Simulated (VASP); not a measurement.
Wanted: the native input for a VASP 6.6.1 run.

```yaml
Task: single point
Functional: PBEsol
Potentials_or_basis: VASP PAW PBE potentials, release 64 (Mn_pv, O)
Cutoff: 520 eV
k_mesh: 5 × 8 × 7
Occupations: fermi-dirac, width 0.03 eV
Spin: collinear spin
Starting_moments: "[0.0, 4.5, 0.0, 0.0] μB"
Hubbard_terms: Mn d U = 4.3 eV
Dipole_correction: no
Further_INCAR_settings: ALGO = Normal; EDIFF = 1e-06; NBANDS = 31; ISYM = 0
```

The structure of MnO lies in POSCAR:

```
MnO
1.0
   -2.2210000000     -4.4420000000     -2.2210000000
   -2.2210000000      0.0000000000     -2.2210000000
    2.2210000000      0.0000000000     -2.2210000000
Mn O
2 2
Direct
    0.0000000000      0.0000000000      0.0000000000
    0.5000000000      0.0000000000      0.5000000000
    0.0000000000      0.5000000000      0.5000000000
    0.5000000000      0.5000000000      0.0000000000
```

These files were run (other wordings do the same):

INCAR

```
ALGO = Normal ; EDIFF = 1E-6
ENCUT = 520 ; GGA = PS
ISIF = 2 ; ISMEAR = -1
ISPIN = 2 ; ISYM = 0
LASPH = T ; LCHARG = F
LDAU = T ; LDAUJ = 0 0
LDAUL = 2 -1 ; LDAUPRINT = 1
LDAUTYPE = 2 ; LDAUU = 4.3 0
LMAXMIX = 4 ; LORBIT = 11
LREAL = F ; LWAVE = F
MAGMOM = 0 4.5 0 0 ; NBANDS = 31
NELM = 150 ; PREC = Accurate
SIGMA = 0.03
```

KPOINTS

```
k-points
0
Gamma
  5 8 7
```

Potentials or basis: VASP PAW PBE potentials, release 64 (Mn_pv, O).

Run with:

```sh
$ cat potpaw_PBE.64/Mn_pv/POTCAR potpaw_PBE.64/O/POTCAR > POTCAR
$ mpirun -np 1 vasp_std > vasp.out
```

Results of the run:

| Property | Result |
| --- | --- |
| Pressure | -13.5 GPa |
| Band gap on the k mesh | 0.19 eV |
| Net moment | 6.00 μB per cell |
| Site moments | Mn +0.99, +4.62; O +0.05, +0.08 μB |
| Valence electrons inside the program's atomic spheres | Mn 11.40, 11.35; O 4.96, 4.97 |

Caveat: the stress differs along the axes, from -16 to -9 GPa; semilocal functionals underestimate gaps, and a narrow one can read as zero; the PAW data sets were made with another functional, which shifts forces and pressure a little.

It took 19 min on 1 thread of Intel Xeon 8259CL (shared host), peak memory 0.38 GiB.
